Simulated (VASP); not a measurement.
Input of a VASP 6.6.1 run:

File INCAR:

```
  PREC = Accurate
  ENCUT = 520
  EDIFF = 1E-6
  ISMEAR = 0
  SIGMA = 0.05
  LREAL = False
  LASPH = True
  NELM = 100
  ALGO = Normal
  ISIF = 2
  LWAVE = False
  LCHARG = False
  GGA = PE
  NBANDS = 31
```

File KPOINTS:

```
regular mesh
0
Gamma
  6 6 4
```

POSCAR

```
HfO2
1.0
    3.6043047840      0.0000000000      0.0000000000
    0.0000000000      3.6043047840      0.0000000000
    0.0000000000      0.0000000000      5.2639672632
Hf O
2 4
Direct
    0.4607632082      0.5392367918      0.5000000000
    0.0000000000      0.0000000000      0.0000000000
    0.0000000000      0.5000000000      0.6932520948
    0.5000000000      0.0000000000      0.8067479052
    0.5000000000      0.0000000000      0.3067479052
    0.0000000000      0.5000000000      0.1932520948
```

Potentials or basis: VASP PAW PBE potentials, release 64 (Hf_pv, O).

Run with:

```bash
$ cat potpaw_PBE.64/Hf_pv/POTCAR potpaw_PBE.64/O/POTCAR > POTCAR
$ mpirun -np 1 vasp_std > vasp.out
```

(1) Estimate the band gap on the k mesh.

(2) Estimate the largest force.

(3) Estimate the pressure.

Answers

(1) 4.73 eV, indirect (least direct gap 4.80 eV).

(2) 2.162 eV/Å.

(3) -0.5 GPa.

Caveat: the cell differs from its parent crystal (atom 1 (Hf) moved -0.200 Å along Cartesian [1 -1 0]); spin-orbit coupling is left out, which moves the levels of the heavy elements; forces of over 1 eV/Å act on the atoms, so gaps and moduli don't describe the material at rest.
